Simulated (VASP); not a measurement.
# ZnS (Cm) in VASP: further runs

The runs below take ZnS through single point, with PBE.

Program: VASP 6.6.1. These are calculated values, not measurements. Logs are shortened: lines on timing, memory, paths and dates and some standing lists are left out, and cuts for length are marked.

### Step 1. The cell of the first run

Symmetry: Cm, No. 8, monoclinic system. Conventional cell: a = 14.262 Å, b = 3.845 Å, c = 15.119 Å, α = 90.00°, β = 114.30°, γ = 90.00°. Zn (site symmetry m) has 3 S at 2.36 Å within 3.1 Å. Zn (site symmetry m) has 3 S at 2.36 Å within 3.1 Å. Within 3.1 Å of Zn (site symmetry m) lie 4 S at 2.36 Å. Within 3.1 Å of Zn (site symmetry m) lie 4 S at 2.36 Å. Within 3.1 Å of Zn (site symmetry m) lie 4 S at 2.36 Å. Zn (site symmetry m) has 4 S at 2.36 Å within 3.1 Å. Zn (site symmetry m) has 4 S at 2.36 Å within 3.1 Å. Within 3.1 Å of Zn (site symmetry m) lie 3 S at 2.36 Å.

### Step 2. Single point, PBE (the distance across one plane changed)

File INCAR:

```
  PREC = Accurate
  ENCUT = 520
  EDIFF = 1E-7
  ISMEAR = 0
  SIGMA = 0.05
  LREAL = Auto
  LASPH = T
  NELM = 80
  ALGO = Normal
  ISIF = 2
  LWAVE = F
  LCHARG = T
  GGA = PE
  LELF = T
  LVHAR = T
  NBANDS = 86
  ISYM = 0
  LUSENCCL = F
```

File KPOINTS:

```
Automatic mesh
0
Gamma
  4 7 3
```

File POSCAR:

```
ZnS
1.0
   -1.9227464936     -3.3302946170      6.3053333075
    1.9227464936     -3.3302946170      0.0000000000
   11.1452830778      4.2145357739      7.2393944971
Zn S
8 8
Direct
    0.6738613622      1.0086093522      0.1514699335
    0.9377442766      0.5560980200      0.7926096835
    0.4284890003      0.5244389081      0.3651831835
    0.1831166384      1.0402684640      0.5788964335
    0.9693843940      0.2718006488      0.3295643085
    0.2147567559      0.7559710928      0.1158510585
    0.7240120321      0.7876302047      0.5432775585
    0.4786396702      0.3034597606      0.7569908085
    0.9565150072      0.8272582674      0.2315184581
    0.2018873690      0.3114287114      0.0178052081
    0.7111426453      0.3430878233      0.4452317081
    0.4657702834      0.8589173792      0.6589449581
    0.2520380390      0.0904495640      0.4096128331
    0.4974104008      0.5746200081      0.1958995831
    1.0066656771      0.6062791199      0.6233260831
    0.7612933152      0.1221086758      0.8370393331
```

Potentials or basis: VASP PAW PBE potentials, release 64 (Zn, S).

Command:

```sh
$ cat potpaw_PBE.64/Zn/POTCAR potpaw_PBE.64/S/POTCAR > POTCAR
$ mpirun -np 1 vasp_std > vasp.out
```

OUTCAR:

```text
PREC = Accurate
   ENCUT = 520
   EDIFF = 1E-7
   ISMEAR = 0
   LREAL = Auto
   LASPH = T
   NELM = 80
   ISIF = 2
   GGA = PE
   ISYM = 0

 ion  position               nearest neighbor table
   1  0.674  0.009  0.151-  14 2.36  14 2.36   9 2.36
   2  0.938  0.556  0.793-  16 2.36  16 2.36  15 2.36
   3  0.428  0.524  0.365-  13 2.36  13 2.36  14 2.36  11 2.36
   4  0.183  0.040  0.579-  15 2.36  15 2.36  13 2.36  12 2.36
   5  0.969  0.272  0.330-  11 2.36   9 2.36   9 2.36  13 2.36
   6  0.215  0.756  0.116-   9 2.36  10 2.36  10 2.36  14 2.36
   7  0.724  0.788  0.543-  12 2.36  11 2.36  11 2.36  15 2.36
   8  0.479  0.303  0.757-  12 2.36  12 2.36  16 2.36
   9  0.957  0.827  0.232-   6 2.36   5 2.36   5 2.36   1 2.36
  10  0.202  0.311  0.018-   6 2.36   6 2.36
  11  0.711  0.343  0.445-   5 2.36   7 2.36   7 2.36   3 2.36
  12  0.466  0.859  0.659-   7 2.36   8 2.36   8 2.36   4 2.36
  13  0.252  0.090  0.410-   3 2.36   3 2.36   4 2.36   5 2.36
  14  0.497  0.575  0.196-   1 2.36   1 2.36   3 2.36   6 2.36
  15  0.007  0.606  0.623-   4 2.36   4 2.36   2 2.36   7 2.36
  16  0.761  0.122  0.837-   2 2.36   2 2.36   8 2.36

IMPORTANT INFORMATION: All symmetrisations will be switched off!
NOSYMM: (Re-)initialisation of all symmetry stuff for point group C_1.

----------------------------------------------------------------------------------------

                                     Primitive cell

  volume of cell :     377.8429

  direct lattice vectors                    reciprocal lattice vectors
    -1.922746494 -3.330294617  6.305333307    -0.063807778 -0.036839438  0.119680848
     1.922746494 -3.330294617  0.000000000     0.134138733 -0.222828701 -0.076787447
    11.145283078  4.214535774  7.239394497     0.055574994  0.032086238  0.033894045

  length of vectors
     7.385461694  3.845492987 13.942326899     0.140542101  0.271186543  0.072573500

  position of ions in fractional coordinates (direct lattice)
     0.673861362  0.008609352  0.151469934
     0.937744277  0.556098020  0.792609683
     0.428489000  0.524438908  0.365183184
     0.183116638  0.040268464  0.578896433
     0.969384394  0.271800649  0.329564308
     0.214756756  0.755971093  0.115851058
[... 8 lines left out ...]
     0.006665677  0.606279120  0.623326083
     0.761293315  0.122108676  0.837039333

  ion indices of the primitive-cell ions
   primitive index   ion index
                 1           1
                 2           2
                 3           3
                 4           4
                 5           5
                 6           6
[... 8 lines left out ...]
                15          15
                16          16

----------------------------------------------------------------------------------------

 KPOINTS: Automatic mesh

Automatic generation of k-mesh.
 Grid dimensions read from file:
 generate k-points for:    4    7    3

 Generating k-lattice:

  Cartesian coordinates                     Fractional coordinates (reciprocal lattice)
    -0.015951944 -0.009209859  0.029920212     0.250000000 -0.000000000 -0.000000000
     0.019162676 -0.031832672 -0.010969635     0.000000000  0.142857143  0.000000000
     0.018524998  0.010695413  0.011298015     0.000000000 -0.000000000  0.333333333

  Length of vectors
     0.035135525  0.038740935  0.024191167

  Shift w.r.t. Gamma in fractional coordinates (k-lattice)
     0.000000000  0.000000000  0.000000000

 -----------------------------------------------------------------------------
|                                                                             |
|           W    W    AA    RRRRR   N    N  II  N    N   GGGG   !!!           |
|           W    W   A  A   R    R  NN   N  II  NN   N  G    G  !!!           |
|           W    W  A    A  R    R  N N  N  II  N N  N  G       !!!           |
|           W WW W  AAAAAA  RRRRR   N  N N  II  N  N N  G  GGG   !            |
|           WW  WW  A    A  R   R   N   NN  II  N   NN  G    G                |
|           W    W  A    A  R    R  N    N  II  N    N   GGGG   !!!           |
|                                                                             |
|     Your reciprocal lattice and k-lattice belong to different lattice       |
|     classes:                                                                |
|                                                                             |
|        The reciprocal lattice is base-centered monoclinic,                  |
|        whereas your k-lattice is triclinic.                                 |
|                                                                             |
|     Results are often still useful ...                                      |
|                                                                             |
 -----------------------------------------------------------------------------

 WARNING: IBZKPT: internal override: KBLOWUP is changed to .FALSE.
      ... skipping the blow-up phase ...

 Subroutine IBZKPT returns following result:
 ===========================================

 Found     43 irreducible k-points:

 Following reciprocal coordinates:
            Coordinates               Weight
  0.000000  0.000000  0.000000      1.000000
  0.250000  0.000000  0.000000      2.000000
  0.500000  0.000000  0.000000      1.000000
  0.000000  0.142857  0.000000      2.000000
  0.250000  0.142857  0.000000      2.000000
  0.500000  0.142857  0.000000      2.000000
[... 16 lines left out ...]
 -0.250000  0.142857  0.333333      2.000000
  0.000000  0.285714  0.333333      2.000000
 [... further k-points ...]
   k-points           NKPTS =     43   k-points in BZ     NKDIM =     43   number of bands    NBANDS=     86
   number of dos      NEDOS =    301   number of ions     NIONS =     16
   total plane-waves  NPLWV = 181440
   dimension x,y,z NGX =    56 NGY =   30 NGZ =  108
   dimension x,y,z NGXF=   112 NGYF=   60 NGZF=  216
   ions per type =               8   8
   NGX,Y,Z   is equivalent  to a cutoff of  12.61, 12.97, 12.88 a.u.
   NGXF,Y,Z  is equivalent  to a cutoff of  25.21, 25.94, 25.76 a.u.
 SYSTEM =  unknown system
   PREC   = accura    normal or accurate (medium, high low for compatibility)
   ISTART =      0    job   : 0-new  1-cont  2-samecut
   ICHARG =      2    charge: 1-file 2-atom 10-const
   ISPIN  =      1    spin polarized calculation?
   LNONCOLLINEAR =      F non collinear calculations
   LSORBIT =      F    spin-orbit coupling
   LASPH  =      T    aspherical Exc in radial PAW
   ENCUT  =  520.0 eV  38.22 Ry    6.18 a.u.  13.73  7.15 25.92*2*pi/ulx,y,z
   NELM   =     80;   NELMIN=  2; NELMDL= -5     # of ELM steps
   EDIFF  = 0.1E-06   stopping-criterion for ELM
   LREAL  =      T    real-space projection
   EDIFFG = 0.1E-05   stopping-criterion for IOM
   NSW    =      0    number of steps for IOM
   IBRION =     -1    ionic relax: 0-MD 1-quasi-New 2-CG
   NFREE  =      0    steps in history (QN), initial steepest desc. (CG)
   ISIF   =      2    stress and relaxation
   ISYM   =      0    0-nonsym 1-usesym 2-fastsym
   POTIM  = 0.5000    time-step for ionic-motion
   TEBEG  =    0.0;   TEEND  =   0.0 temperature during run
   PSTRESS=    0.0 pullay stress
   NELECT =     144.0000    total number of electrons
   NUPDOWN=      -1.0000    fix difference up-down
   EMIN   =  10.00;   EMAX   =-10.00  energy-range for DOS
   EFERMI =   0.00;   METHOD = LEGACY
   ISMEAR =     0;   SIGMA  =   0.05  broadening in eV -4-tet -1-fermi 0-gaus
   EFERMI_NEDOS =   21; number of points for ismear=-14 and -15
   IALGO  =     38    algorithm
   IMIX   =      4    mixing-type and parameters
     AMIX     =   0.40;   BMIX     =  1.00
     AMIX_MAG =   1.60;   BMIX_MAG =  1.00
  volume/ion in A,a.u.               =      23.62       159.36
  Fermi-wavevector in a.u.,A,eV,Ry     =   1.186930  2.242973 19.167937  1.408804
  Thomas-Fermi vector in A             =   2.323093
   LORBIT       =      0    0 simple, 1 ext, 2 COOP (PROOUT), +10 PAW based schemes
   GGA     = PE    functional components
   LHFCALC =     F    Hartree Fock is set to
   AEXX    =    0.0000 exact exchange contribution
   IVDW    =     0    specifies the selected vdW correction
   LEPSILON=     F    determine dielectric tensor
   LRPA    =     F    only Hartree local field effects (RPA)
 non-spin polarized calculation
 Gauss-broadening in eV      SIGMA  =   0.05
  energy-cutoff  :      520.00
  volume of cell :      377.84
 maximum number of plane-waves:     10208
 NGX is ok and might be reduce to    56
   NGX = 27   NGY = 15   NGZ = 51

 number of electron     143.9999981 magnetization

 Free energy of the ion-electron system (eV)
  ---------------------------------------------------
  ext. energy  EPLUGINS =         0.00000000
  ---------------------------------------------------
  free energy    TOTEN  =       -51.17440068 eV

  energy without entropy =      -51.17259670  energy(sigma->0) =      -51.17349869

 E-fermi :   1.8409     XC(G=0):  -8.6746

 val. band max:        1.7952447236   @ k =   0.0000   0.0000   0.0000
 cond. band min:       2.1438319466   @ k =   0.0000   0.0000   0.3333
 fundamental gap:      0.3485872230
 Fermi energy:         1.8408639782

 k-point     1 :       0.0000    0.0000    0.0000
  band No.  band energies     occupation
      1     -12.4540      2.00000
      2     -12.0628      2.00000
      3     -11.7378      2.00000
      4     -11.6334      2.00000
      5     -11.5393      2.00000
      6     -11.2960      2.00000
[... 76 lines left out ...]
     83       5.8497      0.00000
     84       5.9586      0.00000

 k-point     2 :       0.2500    0.0000    0.0000
  band No.  band energies     occupation
      1     -12.3774      2.00000
      2     -12.0166      2.00000
      3     -11.8584      2.00000
      4     -11.6363      2.00000
      5     -11.5770      2.00000
      6     -11.2979      2.00000
[... 1903 lines left out ...]
     83       6.3542      0.00000
     84       6.4424      0.00000

 k-point    24 :       0.0000    0.2857    0.3333
  band No.  band energies     occupation
      1     -12.1187      2.00000
      2     -11.8020      2.00000
      3     -11.6108      2.00000
      4     -11.4678      2.00000
      5     -11.4277      2.00000
      6     -11.1796      2.00000
[... 76 lines left out ...]
     83       6.2656      0.00000
     84       6.6095      0.00000

 [... further k-points ...]

 [bands above 84 left out]

------------------------ aborting loop because EDIFF is reached ----------------------------------------

  FORCE on cell =-STRESS in cart. coord.  units (eV):
  Direction    XX          YY          ZZ          XY          YZ          ZX
  --------------------------------------------------------------------------------------
  -------------------------------------------------------------------------------------
  Total       -3.2753109     -2.7896009     -3.5635900     -0.4177228     -0.6576181     -1.1251384
  in kB      -13.8883880    -11.8288186    -15.1107854     -1.7712813     -2.7885154     -4.7709541
  external PRESSURE =     -13.6093307 kB  Pullay stress =       0.0000000 kB

 VOLUME and BASIS-vectors are now :
 -----------------------------------------------------------------------------
  energy-cutoff  :      520.00
  volume of cell :      377.84
      direct lattice vectors                 reciprocal lattice vectors
    -1.922746494 -3.330294617  6.305333307    -0.063807778 -0.036839438  0.119680848
     1.922746494 -3.330294617  0.000000000     0.134138733 -0.222828701 -0.076787447
    11.145283078  4.214535774  7.239394497     0.055574994  0.032086238  0.033894045

 POSITION                                       TOTAL-FORCE (eV/Angst)
 -----------------------------------------------------------------------------------
      0.40906     -1.63445      5.34547         0.758984      0.438343      0.267438
      8.10005     -1.63445     11.65080         0.730600      0.421177     -0.943403
      4.25456     -1.63445      5.34547        -0.048297     -0.027446      0.031667
      6.17730      1.69584      5.34547        -0.050786     -0.030319     -0.143928
      2.33181     -2.74455      8.49814        -0.186002     -0.107627     -0.188767
      2.33181     -2.74455      2.19280        -1.038311     -0.599500     -0.895924
[... 8 lines left out ...]
      8.10005      0.58574      4.55453        -0.154429     -0.088248      0.440425
      8.10005      0.58574     10.85987         0.062516      0.036158      0.382856
 -----------------------------------------------------------------------------------
    total drift:                                0.000030      0.003859      0.000333

  FREE ENERGIE OF THE ION-ELECTRON SYSTEM (eV)
  ---------------------------------------------------
  free  energy   TOTEN  =       -51.1744006786 eV

  energy  without entropy=      -51.1725966971  energy(sigma->0) =      -51.17349869
```

It took 3.4 min on 1 × NVIDIA H100 80GB with 1 thread of AMD EPYC 7R13 (Zen 3), shared host; peak memory 2 GiB.

What came out:

- Free energy: -51.1744 eV
- Pressure: -1.4 GPa
- Largest force: 1.497 eV/Å
- Band gap on the k mesh: zero (filled and empty bands touch)

Forces in eV/Å, atoms in the order of the input:
```
Zn   0.759  0.438  0.267
Zn   0.731  0.421 -0.943
Zn  -0.048 -0.027  0.032
Zn  -0.051 -0.030 -0.144
Zn  -0.186 -0.108 -0.189
Zn  -1.038 -0.600 -0.896
Zn  -0.152 -0.088  0.033
Zn  -0.469 -0.270  1.049
S    0.173  0.100 -0.171
S    0.016  0.008  0.081
S    0.260  0.150  0.110
S    0.640  0.368 -0.361
S   -0.036 -0.020  0.034
S   -0.506 -0.291  0.273
S   -0.154 -0.088  0.440
S    0.063  0.036  0.383
```

Levels at points of the mesh, in eV from the Fermi level:
| k point | band 68 | band 69 | band 70 | band 71 | band 72 | band 73 | band 74 | band 75 | band 76 | band 77 |
| --- | --- | --- | --- | --- | --- | --- | --- | --- | --- | --- |
| (0.00, 0.00, 0.00) | -1.55 | -1.30 | -0.81 | -0.28 | -0.05 | -0.05 | 0.96 | 2.16 | 2.28 | 2.30 |
| (0.50, 0.00, 0.00) | -1.50 | -1.41 | -0.73 | -0.41 | -0.08 | 1.16 | 1.30 | 1.56 | 2.41 | 2.60 |

Caveat: the cell differs from its parent crystal (the distance across one plane changed); semilocal functionals underestimate gaps, and a narrow one can read as zero; forces of over 1 eV/Å act on the atoms, so gaps and moduli don't describe the material at rest.

### Step 3. Single point, PBE (the distance across one plane changed)

File INCAR:

```
SYSTEM = ZnS
PREC = Accurate
ENCUT = 520
EDIFF = 1E-7
ISMEAR = 0
SIGMA = 0.05
LREAL = Auto
LASPH = .TRUE.
NELM = 60
ALGO = Normal
ISIF = 2
LWAVE = .FALSE.
LCHARG = .TRUE.
GGA = PE
LELF = .TRUE.
LVHAR = .TRUE.
ISYM = 0
NBANDS = 86
LUSENCCL = .FALSE.
```

File KPOINTS:

```
regular mesh
0
G
  4 7 3
  0 0 0
```

File POSCAR:

```
ZnS
1.0
   -1.9227464936     -3.3302946170      6.3053333075
    1.9227464936     -3.3302946170      0.0000000000
   11.9110583827      4.6566563523      7.7064250919
Zn S
8 8
Direct
    0.6751684018      1.0130802845      0.1412210291
    0.9445837347      0.5794934503      0.7389793646
    0.4316401795      0.5352180065      0.3404738076
    0.1881119571      1.0573557284      0.5397265861
    0.9722282165      0.2815283861      0.3072650112
    0.2157564389      0.7593906642      0.1080122327
    0.7286999942      0.8036661081      0.5065177897
    0.4851717718      0.3258038300      0.7057705682
    0.9585127885      0.8340919890      0.2158532335
    0.2020410108      0.3119542671      0.0166004550
    0.7149845661      0.3562297110      0.4151060119
    0.4714563437      0.8783674329      0.6143587904
    0.2555726032      0.1025400906      0.3818972155
    0.4991008256      0.5804023687      0.1826444370
    1.0120443808      0.6246778126      0.5811499940
    0.7685161585      0.1468155345      0.7804027725
```

Potentials or basis: VASP PAW PBE potentials, release 64 (Zn, S).

Command:

```sh
$ cat potpaw_PBE.64/Zn/POTCAR potpaw_PBE.64/S/POTCAR > POTCAR
$ mpirun -np 1 vasp_std > vasp.out
```

OUTCAR:

```text
SYSTEM = ZnS
   PREC = Accurate
   ENCUT = 520
   EDIFF = 1E-7
   ISMEAR = 0
   LREAL = Auto
   LASPH = .TRUE.
   NELM = 60
   ISIF = 2
   GGA = PE
   ISYM = 0

 ion  position               nearest neighbor table
   1  0.675  0.013  0.141-  14 2.36  14 2.36   9 2.36
   2  0.945  0.579  0.739-  16 2.36  16 2.36  15 2.36
   3  0.432  0.535  0.340-  13 2.36  13 2.36  14 2.36  11 2.36
   4  0.188  0.057  0.540-  15 2.36  15 2.36  13 2.36  12 2.36
   5  0.972  0.282  0.307-  11 2.36   9 2.36   9 2.36  13 2.36
   6  0.216  0.759  0.108-  10 2.36  10 2.36   9 2.36  14 2.36
[... 2312 lines left out ...]
  Total       -2.0463102     -2.8451480     -2.7671034      0.6784058     -0.1415172     -0.2673906
  in kB       -8.0899104    -11.2480466    -10.9395038      2.6820187     -0.5594760     -1.0571058
  external PRESSURE =     -10.0924869 kB  Pullay stress =       0.0000000 kB

 VOLUME and BASIS-vectors are now :
 -----------------------------------------------------------------------------
  energy-cutoff  :      520.00
  volume of cell :      405.26
      direct lattice vectors                 reciprocal lattice vectors
    -1.922746494 -3.330294617  6.305333307    -0.063328219 -0.036562564  0.119973321
     1.922746494 -3.330294617  0.000000000     0.135779138 -0.221881612 -0.075786997
    11.911058383  4.656656352  7.706425092     0.051814625  0.029915188  0.031600673

 POSITION                                       TOTAL-FORCE (eV/Angst)
 -----------------------------------------------------------------------------------
      0.40906     -1.63445      5.34547         0.839974      0.484093      0.308114
      8.10005     -1.63445     11.65080         0.518701      0.300538     -1.298443
      4.25456     -1.63445      5.34547        -0.087126     -0.050649      0.018214
      6.17730      1.69584      5.34547        -0.095961     -0.055884     -0.174776
      2.33181     -2.74455      8.49814        -0.233018     -0.133254     -0.231477
      2.33181     -2.74455      2.19280        -0.998657     -0.575843     -0.872751
[... 8 lines left out ...]
      8.10005      0.58574      4.55453        -0.117618     -0.070179      0.460216
      8.10005      0.58574     10.85987         0.059005      0.031331      0.446072
 -----------------------------------------------------------------------------------
    total drift:                                0.001316     -0.000178      0.003047

  FREE ENERGIE OF THE ION-ELECTRON SYSTEM (eV)
  ---------------------------------------------------
  free  energy   TOTEN  =       -50.6223283095 eV

  energy  without entropy=      -50.6115547228  energy(sigma->0) =      -50.61694152
```

It took 5.1 min on 1 × NVIDIA H100 80GB with 1 thread of AMD EPYC 7R13 (Zen 3), shared host; peak memory 2 GiB.

Results:

- Free energy: -50.6223 eV
- Pressure: -1.0 GPa
- Largest force: 1.446 eV/Å
- Band gap on the k mesh: zero (bands 72 and 73 overlap by 0.01 eV)

Forces in eV/Å, atoms in the order of the input:
```
Zn   0.840  0.484  0.308
Zn   0.519  0.301 -1.298
Zn  -0.087 -0.051  0.018
Zn  -0.096 -0.056 -0.175
Zn  -0.233 -0.133 -0.231
Zn  -0.999 -0.576 -0.873
Zn  -0.208 -0.118 -0.013
Zn  -0.712 -0.412  0.957
S    0.247  0.142 -0.155
S    0.330  0.191  0.345
S    0.300  0.173  0.135
S    0.642  0.373 -0.312
S    0.007  0.005  0.060
S   -0.492 -0.284  0.329
S   -0.118 -0.070  0.460
S    0.059  0.031  0.446
```

Caveat: the cell differs from its parent crystal (the distance across one plane changed); semilocal functionals underestimate gaps, and a narrow one can read as zero; forces of over 1 eV/Å act on the atoms, so gaps and moduli don't describe the material at rest.

The gap in the log of VASP goes by the Fermi energy; the results here count the filled bands.